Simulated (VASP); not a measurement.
# ZrC (Fm-3m) in VASP: further runs

The runs below take ZrC through single point, relaxation of cell and atoms, with LDA.

Program: VASP 6.6.1. These are calculated values, not measurements. Logs are shortened: lines on timing, memory, paths and dates and some standing lists are left out, and cuts for length are marked.

## 1. The cell of the first run

The structure is cubic, space group Fm-3m (No. 225). The conventional cell has a = 4.595 Å, b = 4.595 Å, c = 4.595 Å, α = 90.00°, β = 90.00°, γ = 90.00°. Zr (site symmetry m-3m) has 6 C at 2.30 Å within 3.0 Å. Within 3.0 Å of C (site symmetry m-3m) lie 6 Zr at 2.30 Å.

## 2. Single point, LDA

Input file INCAR:

```
SYSTEM = ZrC
PREC = Accurate
ENCUT = 520
EDIFF = 1E-7
ISMEAR = -1
SIGMA = 0.1
LREAL = .FALSE.
LASPH = .TRUE.
NELM = 100
ALGO = Normal
ISIF = 2
LWAVE = .FALSE.
LCHARG = .FALSE.
GGA = CA
NBANDS = 15
```

Input file KPOINTS:

```
regular mesh
0
G
  10 10 10
  0 0 0
```

Input file POSCAR:

```
ZrC
1.0
    0.0000000000      2.2975385451      2.2975385451
    2.2975385451      0.0000000000      2.2975385451
    2.2975385451      2.2975385451      0.0000000000
Zr C
1 1
Direct
    0.5000000000      0.5000000000      0.5000000000
    0.0000000000      0.0000000000      0.0000000000
```

Potentials or basis: VASP PAW LDA potentials, release 64 (Zr_sv, C).

Started as:

```bash
cat potpaw_LDA.64/Zr_sv/POTCAR potpaw_LDA.64/C/POTCAR > POTCAR
mpirun -np 1 vasp_std > vasp.out
```

OUTCAR:

```text
SYSTEM = ZrC
   PREC = Accurate
   ENCUT = 520
   EDIFF = 1E-7
   ISMEAR = -1
   LREAL = .FALSE.
   LASPH = .TRUE.
   NELM = 100
   ISIF = 2
   GGA = CA

 ion  position               nearest neighbor table
   1  0.500  0.500  0.500-   2 2.30   2 2.30   2 2.30   2 2.30   2 2.30   2 2.30
   2  0.000  0.000  0.000-   1 2.30   1 2.30   1 2.30   1 2.30   1 2.30   1 2.30

  LATTYP: Found a face centered cubic cell.
 ALAT       =     4.5950770902

  Lattice vectors:

 A1 = (   0.0000000000,   2.2975385451,   2.2975385451)
 A2 = (   2.2975385451,   0.0000000000,   2.2975385451)
 A3 = (   2.2975385451,   2.2975385451,   0.0000000000)

Analysis of symmetry for initial positions (statically):
=====================================================================
 Subroutine PRICEL returns:
 Original cell was already a primitive cell.

 Routine SETGRP: Setting up the symmetry group for a
 face centered cubic supercell.

 Subroutine GETGRP returns: Found 48 space group operations
 (whereof 48 operations were pure point group operations)
 out of a pool of 48 trial point group operations.

The static configuration has the point symmetry O_h .

Analysis of symmetry for dynamics (positions and initial velocities):
=====================================================================
 Subroutine PRICEL returns:
 Original cell was already a primitive cell.

 Routine SETGRP: Setting up the symmetry group for a
 face centered cubic supercell.

 Subroutine GETGRP returns: Found 48 space group operations
 (whereof 48 operations were pure point group operations)
 out of a pool of 48 trial point group operations.

The dynamic configuration has the point symmetry O_h .

 Subroutine INISYM returns: Found 48 space group operations
 (whereof 48 operations are pure point group operations),
 and found     1 'primitive' translations

----------------------------------------------------------------------------------------

                                     Primitive cell

  volume of cell :      24.2560

  direct lattice vectors                    reciprocal lattice vectors
     0.000000000  2.297538545  2.297538545    -0.217624205  0.217624205  0.217624205
     2.297538545  0.000000000  2.297538545     0.217624205 -0.217624205  0.217624205
     2.297538545  2.297538545  0.000000000     0.217624205  0.217624205 -0.217624205

  length of vectors
     3.249210171  3.249210171  3.249210171     0.376936181  0.376936181  0.376936181

  position of ions in fractional coordinates (direct lattice)
[... 83 lines left out ...]
   IBRION =     -1    ionic relax: 0-MD 1-quasi-New 2-CG
   NFREE  =      0    steps in history (QN), initial steepest desc. (CG)
   ISIF   =      2    stress and relaxation
   ISYM   =      2    0-nonsym 1-usesym 2-fastsym
   POTIM  = 0.5000    time-step for ionic-motion
   TEBEG  =    0.0;   TEEND  =   0.0 temperature during run
   PSTRESS=    0.0 pullay stress
   NELECT =      16.0000    total number of electrons
   NUPDOWN=      -1.0000    fix difference up-down
   EMIN   =  10.00;   EMAX   =-10.00  energy-range for DOS
   EFERMI =   0.00;   METHOD = LEGACY
   ISMEAR =    -1;   SIGMA  =   0.10  broadening in eV -4-tet -1-fermi 0-gaus
   EFERMI_NEDOS =   21; number of points for ismear=-14 and -15
   IALGO  =     38    algorithm
   IMIX   =      4    mixing-type and parameters
     AMIX     =   0.40;   BMIX     =  1.00
     AMIX_MAG =   1.60;   BMIX_MAG =  1.00
  volume/ion in A,a.u.               =      12.13        81.84
  Fermi-wavevector in a.u.,A,eV,Ry     =   1.425089  2.693028 27.631786  2.030879
  Thomas-Fermi vector in A             =   2.545511
   LORBIT       =      0    0 simple, 1 ext, 2 COOP (PROOUT), +10 PAW based schemes
   GGA     = CA    functional components
   LHFCALC =     F    Hartree Fock is set to
   AEXX    =    0.0000 exact exchange contribution
   IVDW    =     0    specifies the selected vdW correction
   LEPSILON=     F    determine dielectric tensor
   LRPA    =     F    only Hartree local field effects (RPA)
 non-spin polarized calculation
  energy-cutoff  :      520.00
  volume of cell :       24.26
 maximum number of plane-waves:       666
   NGX = 13   NGY = 13   NGZ = 13

 number of electron      16.0000000 magnetization

 Free energy of the ion-electron system (eV)
  ---------------------------------------------------
  ext. energy  EPLUGINS =         0.00000000
  ---------------------------------------------------
  free energy    TOTEN  =       -21.25936072 eV

  energy without entropy =      -21.24861287  energy(sigma->0) =      -21.25398680

 E-fermi :  10.2610     XC(G=0): -12.6925

 val. band max:       10.2392760214   @ k =   0.4000   0.4000   0.0000
 cond. band min:      10.3123806869   @ k =   0.1000   0.1000   0.0000
 fundamental gap:      0.0731046655
 Fermi energy:        10.2610094059

 k-point     1 :       0.0000    0.0000    0.0000
  band No.  band energies     occupation
      1     -37.2960      2.00000
      2     -15.1007      2.00000
      3     -15.1007      2.00000
      4     -15.1007      2.00000
      5      -1.1228      2.00000
      6      11.2145      0.00014
      7      11.2145      0.00014
      8      11.2145      0.00014
      9      11.3123      0.00005
     10      11.3123      0.00005
     11      11.3123      0.00005
     12      13.2513      0.00000
     13      13.2513      0.00000
     14      18.4515      0.00000
[... 401 lines left out ...]
      2     -15.8953      2.00000
      3     -15.4148      2.00000
      4     -15.3800      2.00000
      5       0.4358      2.00000
      6       7.0409      2.00000
      7       8.3867      2.00000
      8       9.6274      1.99646
      9      10.4532      0.25525
     10      15.1734      0.00000
     11      16.1896      0.00000
     12      16.3095      0.00000
     13      18.8782      0.00000
     14      22.6516      0.00000
     15      24.1057      0.00000

 [... further k-points ...]
[... 5 lines left out ...]
  --------------------------------------------------------------------------------------
  -------------------------------------------------------------------------------------
  Total        1.3085874      1.3085874      1.3085874      0.0000000      0.0000000      0.0000000
  in kB       86.4360491     86.4360491     86.4360491      0.0000000      0.0000000      0.0000000
  external PRESSURE =      86.4360491 kB  Pullay stress =       0.0000000 kB

 VOLUME and BASIS-vectors are now :
 -----------------------------------------------------------------------------
  energy-cutoff  :      520.00
  volume of cell :       24.26
      direct lattice vectors                 reciprocal lattice vectors
     0.000000000  2.297538545  2.297538545    -0.217624205  0.217624205  0.217624205
     2.297538545  0.000000000  2.297538545     0.217624205 -0.217624205  0.217624205
     2.297538545  2.297538545  0.000000000     0.217624205  0.217624205 -0.217624205

 POSITION                                       TOTAL-FORCE (eV/Angst)
 -----------------------------------------------------------------------------------
      2.29754      2.29754      2.29754         0.000000      0.000000      0.000000
      0.00000      0.00000      0.00000        -0.000000     -0.000000     -0.000000
 -----------------------------------------------------------------------------------
    total drift:                                0.000000     -0.000000      0.000000

  FREE ENERGIE OF THE ION-ELECTRON SYSTEM (eV)
  ---------------------------------------------------
  free  energy   TOTEN  =       -21.2593607230 eV

  energy  without entropy=      -21.2486128684  energy(sigma->0) =      -21.25398680
```

OSZICAR:

```text
N       E                     dE             d eps       ncg     rms          rms(c)
DAV:   1     0.996420633293E+02    0.99642E+02   -0.86123E+03  1410   0.108E+03
DAV:   2    -0.187026186902E+02   -0.11834E+03   -0.11030E+03  1795   0.292E+02
DAV:   3    -0.244833583520E+02   -0.57807E+01   -0.57385E+01  2242   0.554E+01
DAV:   4    -0.246528851572E+02   -0.16953E+00   -0.16948E+00  1723   0.662E+00
DAV:   5    -0.246547258763E+02   -0.18407E-02   -0.18406E-02  1883   0.605E-01    0.235E+01
DAV:   6    -0.213834825131E+02    0.32712E+01   -0.61314E+00  1690   0.228E+01    0.850E+00
DAV:   7    -0.212819535176E+02    0.10153E+00   -0.59343E-01  1630   0.602E+00    0.744E+00
DAV:   8    -0.213001714021E+02   -0.18218E-01   -0.32756E-01  1732   0.390E+00    0.576E+00
DAV:   9    -0.212607300544E+02    0.39441E-01   -0.61806E-02  1564   0.158E+00    0.108E+00
DAV:  10    -0.212593913311E+02    0.13387E-02   -0.71525E-03  1844   0.688E-01    0.244E-01
DAV:  11    -0.212593658410E+02    0.25490E-04   -0.27069E-04  1564   0.164E-01    0.365E-02
DAV:  12    -0.212593617241E+02    0.41170E-05   -0.45869E-06  1834   0.191E-02    0.107E-02
DAV:  13    -0.212593607479E+02    0.97621E-06   -0.21683E-06  1704   0.917E-03    0.375E-03
DAV:  14    -0.212593607230E+02    0.24827E-07   -0.89392E-08  1242   0.204E-03
   1 F= -.21259361E+02 E0= -.21253987E+02  d E =-.107479E-01
```

stdout:

```text
POSCAR found type information on POSCAR ZrC
 POSCAR found :  2 types and       2 ions
 scaLAPACK will be used
 LDA part: xc-table for (Slater(with rela. corr.)+CA(PZ))
 , standard interpolation
 POSCAR, INCAR and KPOINTS ok, starting setup
 FFT: planning ... GRIDC
 FFT: planning ... GRID_SOFT
 FFT: planning ... GRID
 WAVECAR not read
 entering main loop
```

Run time: 5.2 s. Hardware: 1 thread of Intel Xeon 6975P-C (Granite Rapids), shared host; peak memory 0.13 GiB.

What came out:

```yaml
Free_energy: -21.2594 eV
Pressure: 8.6 GPa
Band_gap_on_the_k_mesh: zero (band 8 reaches 11.21 eV, above the bottom of band 9 at 9.93 eV)
```

## 3. Relaxation of cell and atoms, LDA

This run uses another cell than the first one, of 13.23 Å³/atom, 1.091 times its volume.

Input file INCAR:

```
SYSTEM = ZrC
ALGO = Normal
EDIFF = 1E-7
EDIFFG = -0.02
ENCUT = 600
GGA = CA
IBRION = 2
ISIF = 3
ISMEAR = -1
LASPH = .True.
LCHARG = .False.
LREAL = .False.
LWAVE = .False.
NELM = 80
NSW = 80
PREC = Accurate
SIGMA = 0.1
```

Input file KPOINTS:

```
k-points
0
Gamma
  10 10 10
  0 0 0
```

Input file POSCAR:

```
ZrC
1.0
    0.0000000000      2.3650000000      2.3650000000
    2.3650000000      0.0000000000      2.3650000000
    2.3650000000      2.3650000000      0.0000000000
Zr C
1 1
Direct
    0.5000000000      0.5000000000      0.5000000000
    0.0000000000      0.0000000000      0.0000000000
```

Potentials or basis: VASP PAW LDA potentials, release 64 (Zr_sv, C).

Started as:

```bash
cat potpaw_LDA.64/Zr_sv/POTCAR potpaw_LDA.64/C/POTCAR > POTCAR
mpirun -np 1 vasp_std > vasp.out
```

It took 24 s on 1 thread of Intel Xeon 6975P-C (Granite Rapids), shared host; peak memory 0.16 GiB.

The run converged. Its results:

```yaml
Free_energy: -21.2836 eV
Relaxed_volume: 12.53 Å³/atom
Relaxed_cell: a = 3.285 Å, b = 3.285 Å, c = 3.285 Å, α = 60.00°, β = 60.00°, γ = 60.00°
Space_group_after_relaxing_to_0.05_Å: Fm-3m (No. 225)
Energy_gained_by_relaxing: 27.4 meV/atom
Ionic_steps: 4
Pressure_after_relaxing: -0.1 GPa
Band_gap_on_the_k_mesh: zero (band 8 reaches 10.81 eV, above the bottom of band 9 at 9.54 eV)
```

Step by step:
```tsv
step	energy change (eV)	largest force (eV/Å)	pressure (GPa)	volume (Å³)
1	0.0000	0.0000	-11.98	26.46
2	0.1198	0.0000	27.33	22.85
3	-0.0547	0.0000	-0.37	25.10
4	-0.0548	0.0000	-0.05	25.06
```

Final structure:
```
Zr C
1.0
     0.00000    2.32268    2.32268
     2.32268    0.00000    2.32268
     2.32268    2.32268    0.00000
Zr C
1 1
Direct
  0.50000 0.50000 0.50000
  0.00000 0.00000 0.00000
```

Levels at points of the mesh, in eV from the Fermi level:
```tsv
k point	band 5	band 6	band 7	band 8	band 9	band 10	band 11	band 12
(0.00, 0.00, 0.00)	-11.27	0.95	0.95	0.95	1.05	1.05	1.05	2.90
(0.50, 0.00, 0.00)	-7.95	-5.44	-3.06	-3.06	4.65	4.65	5.51	6.72
(0.50, 0.50, 0.00)	-10.12	-1.96	-1.92	0.11	0.11	4.64	5.89	5.89
```

LDA usually gives volumes a few per cent too small. Zero-point motion and thermal expansion aren't in these numbers.

## 4. Relaxation of cell and atoms, LDA, target pressure 2 GPa, at which the enthalpy is minimised

This run uses another cell than the first one, of 13.23 Å³/atom, 1.091 times its volume.

Input file INCAR:

```
PREC     = Accurate       # precision mode
ENCUT    = 600            # plane-wave cutoff, eV
EDIFF    = 1E-6           # SCF threshold, eV
ISMEAR   = -1             # smearing method
SIGMA    = 0.1            # smearing width, eV
LREAL    = False          # projectors in reciprocal space
LASPH    = True           # aspherical terms in the spheres
NELM     = 80             # most SCF steps
ALGO     = Normal         # electronic algorithm
ISIF     = 3              # what is computed and relaxed
LWAVE    = False          # write WAVECAR
LCHARG   = False          # write CHGCAR
IBRION   = 2              # ionic algorithm
NSW      = 80             # ionic steps
EDIFFG   = -0.02          # ionic threshold
PSTRESS  = 20.0
```

Input file KPOINTS:

```
Automatic mesh
0
Gamma
  10 10 10
```

POSCAR is that of step 3.

Started as:

```bash
cat potpaw_LDA.64/Zr_sv/POTCAR potpaw_LDA.64/C/POTCAR > POTCAR
mpirun -np 1 vasp_std > vasp.out
```

It took 22 s on 1 thread of Intel Xeon 6975P-C (Granite Rapids), shared host; peak memory 0.16 GiB.

The run converged. Its results:

```yaml
Free_energy: -21.2825 eV
Relaxed_volume: 12.43 Å³/atom
Relaxed_cell: a = 3.276 Å, b = 3.276 Å, c = 3.276 Å, α = 60.00°, β = 60.00°, γ = 60.00°
Space_group_after_relaxing_to_0.05_Å: Fm-3m (No. 225)
Energy_change_on_relaxing_the_enthalpy_is_what_falls: -26.8 meV/atom
Ionic_steps: 4
Pressure_after_relaxing: 1.9 GPa
Band_gap_on_the_k_mesh: zero (band 8 reaches 10.91 eV, above the bottom of band 9 at 9.64 eV)
```

Step by step:
| step | energy change (eV) | largest force (eV/Å) | pressure (GPa) | volume (Å³) |
| --- | --- | --- | --- | --- |
| 1 | 0.0000 | 0.0000 | -11.98 | 26.46 |
| 2 | 0.2329 | 0.0000 | 36.58 | 22.28 |
| 3 | -0.0541 | 0.0000 | 1.47 | 24.91 |
| 4 | -0.0536 | 0.0000 | 1.92 | 24.86 |

Final structure:
```xyz
2
Lattice="0.0000 2.3166 2.3166 2.3166 0.0000 2.3166 2.3166 2.3166 0.0000" Properties=species:S:1:pos:R:3 pbc="T T T"
Zr    2.3166    2.3166    2.3166
C     4.6332    2.3166    2.3166
```

Levels at points of the mesh, in eV from the Fermi level:
```
           k point  band 6  band 7  band 8  band 9  band 10  band 11
(0.00, 0.00, 0.00)    0.95    0.95    0.95    1.05     1.05     1.05
(0.50, 0.00, 0.00)   -5.48   -3.09   -3.09    4.69     4.69     5.56
(0.50, 0.50, 0.00)   -1.95   -1.94    0.12    0.12     4.68     5.95
```

Caveat: the cell is relaxed towards a set pressure, so the enthalpy falls and the energy may rise. Zero-point motion and thermal expansion aren't in these numbers.

## 5. Relaxation of cell and atoms, LDA, target pressure 4 GPa, at which the enthalpy is minimised

This run uses another cell than the first one, of 13.23 Å³/atom, 1.091 times its volume.

Input file INCAR:

```
PREC = Accurate
ENCUT = 600
EDIFF = 1E-6
ISMEAR = -1
SIGMA = 0.1
LREAL = False
LASPH = True
NELM = 60
ALGO = Normal
ISIF = 3
LWAVE = False
LCHARG = False
IBRION = 2
NSW = 80
EDIFFG = -0.02
PSTRESS = 40.0
```

KPOINTS is that of step 4.

POSCAR is that of step 4.

Potentials or basis: VASP PAW LDA potentials, release 64 (Zr_sv, C).

Started as:

```bash
cat potpaw_LDA.64/Zr_sv/POTCAR potpaw_LDA.64/C/POTCAR > POTCAR
mpirun -np 1 vasp_std > vasp.out
```

OUTCAR:

```text
PREC = Accurate
   ENCUT = 600
   EDIFF = 1E-6
   ISMEAR = -1
   LREAL = False
   LASPH = True
   NELM = 60
   ISIF = 3
   IBRION = 2
   NSW = 80
   EDIFFG = -0.02
   PSTRESS = 40.0

 ion  position               nearest neighbor table
   1  0.500  0.500  0.500-   2 2.37   2 2.37   2 2.37   2 2.37   2 2.37   2 2.37
   2  0.000  0.000  0.000-   1 2.37   1 2.37   1 2.37   1 2.37   1 2.37   1 2.37

  LATTYP: Found a face centered cubic cell.
 ALAT       =     4.7300000000

  Lattice vectors:

 A1 = (   0.0000000000,   2.3650000000,   2.3650000000)
 A2 = (   2.3650000000,   0.0000000000,   2.3650000000)
 A3 = (   2.3650000000,   2.3650000000,   0.0000000000)

Analysis of symmetry for initial positions (statically):
=====================================================================
 Subroutine PRICEL returns:
 Original cell was already a primitive cell.

 Routine SETGRP: Setting up the symmetry group for a
 face centered cubic supercell.

 Subroutine GETGRP returns: Found 48 space group operations
 (whereof 48 operations were pure point group operations)
[... 182 lines left out ...]
      8      10.1644      0.00017
      9      10.2565      0.00007
     10      10.2565      0.00007
     11      10.2565      0.00007
     12      11.9697      0.00000
[... 458 lines left out ...]
--------------------------------------- Ionic step        4  -------------------------------------------

 number of electron      16.0000000 magnetization

 Free energy of the ion-electron system (eV)
  ---------------------------------------------------
  ext. energy  EPLUGINS =         0.00000000
  ---------------------------------------------------
  free energy    TOTEN  =       -21.27904732 eV

  energy without entropy =      -21.26810255  energy(sigma->0) =      -21.27357494

 E-fermi :  10.0499     XC(G=0): -12.6076

 val. band max:       10.0141198783   @ k =   0.4000   0.4000   0.0000
 cond. band min:      10.1097975624   @ k =   0.1000   0.1000   0.0000
 fundamental gap:      0.0956776842
 Fermi energy:        10.0499463745

 k-point     1 :       0.0000    0.0000    0.0000
  band No.  band energies     occupation
      1     -37.5666      2.00000
      2     -15.3873      2.00000
      3     -15.3873      2.00000
      4     -15.3873      2.00000
      5      -1.2767      2.00000
      6      11.0013      0.00015
      7      11.0013      0.00015
      8      11.0013      0.00015
      9      11.0997      0.00006
     10      11.0997      0.00006
     11      11.0997      0.00006
     12      12.9925      0.00000
[... 378 lines left out ...]
  energy  without entropy=      -21.2681025550  energy(sigma->0) =      -21.27357494

  enthalpy is  TOTEN    =       -20.6630022321 eV   P V=        0.6160450902

 reached required accuracy - stopping structural energy minimisation
```

It took 23 s on 1 thread of Intel Xeon 6975P-C (Granite Rapids), shared host; peak memory 0.16 GiB.

What came out:

```yaml
Free_energy: -21.2790 eV
Relaxed_volume: 12.34 Å³/atom
Relaxed_cell: a = 3.268 Å, b = 3.268 Å, c = 3.268 Å, α = 60.00°, β = 60.00°, γ = 60.00°
Space_group_after_relaxing_to_0.05_Å: Fm-3m (No. 225)
Energy_change_on_relaxing_the_enthalpy_is_what_falls: -25.1 meV/atom
Ionic_steps: 4
Pressure_after_relaxing: 3.9 GPa
Band_gap_on_the_k_mesh: zero (band 8 reaches 11.00 eV, above the bottom of band 9 at 9.73 eV)
```

The path:
| step | energy change (eV) | largest force (eV/Å) | pressure (GPa) | volume (Å³) |
| --- | --- | --- | --- | --- |
| 1 | 0.0000 | 0.0000 | -11.98 | 26.46 |
| 2 | 0.3780 | 0.0000 | 46.79 | 21.72 |
| 3 | -0.0515 | 0.0000 | 3.26 | 24.74 |
| 4 | -0.0502 | 0.0000 | 3.88 | 24.68 |

Final structure:
```yaml
crystal:
  lattice:
    - [0.00000, 2.31070, 2.31070]
    - [2.31070, 0.00000, 2.31070]
    - [2.31070, 2.31070, 0.00000]
  atoms:
    - { symbol: Zr, position: [0.50000, 0.50000, 0.50000] }
    - { symbol: C, position: [0.00000, 0.00000, 0.00000] }
```

Caveat: the cell is relaxed towards a set pressure, so the enthalpy falls and the energy may rise. LDA usually gives volumes a few per cent too small.

[end of part 1 of 2]
